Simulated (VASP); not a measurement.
A run of VASP 6.6.1:

File INCAR:

```
  PREC = Accurate
  ENCUT = 520
  EDIFF = 1E-6
  ISMEAR = 0
  SIGMA = 0.1
  LREAL = F
  LASPH = T
  NELM = 80
  ALGO = Normal
  ISIF = 2
  LWAVE = F
  LCHARG = F
  GGA = PE
  NBANDS = 12
```

File KPOINTS:

```
regular mesh
0
Gamma
  8 8 8
```

POSCAR

```
LiF
1.0
    0.0000000000      2.0340099532      2.0340099532
    2.0340099532      0.0000000000      2.0340099532
    2.0340099532      2.0340099532      0.0000000000
Li F
1 1
Direct
    0.0000000000      0.0000000000      0.0000000000
    0.5000000000      0.5000000000      0.5000000000
```

Potentials or basis: VASP PAW PBE potentials, release 64 (Li_sv, F).

Command:

```console
$ cat potpaw_PBE.64/Li_sv/POTCAR potpaw_PBE.64/F/POTCAR > POTCAR
$ mpirun -np 1 vasp_std > vasp.out
```

Hardware: 1 thread of Intel Xeon 8259CL (shared host).

Q: Estimate the wall time of this run.

A: Wall time 8.1 s on 1 thread of Intel Xeon 8259CL (shared host), peak memory 0.13 GiB. Counts: scf iterations 12, k points 29.
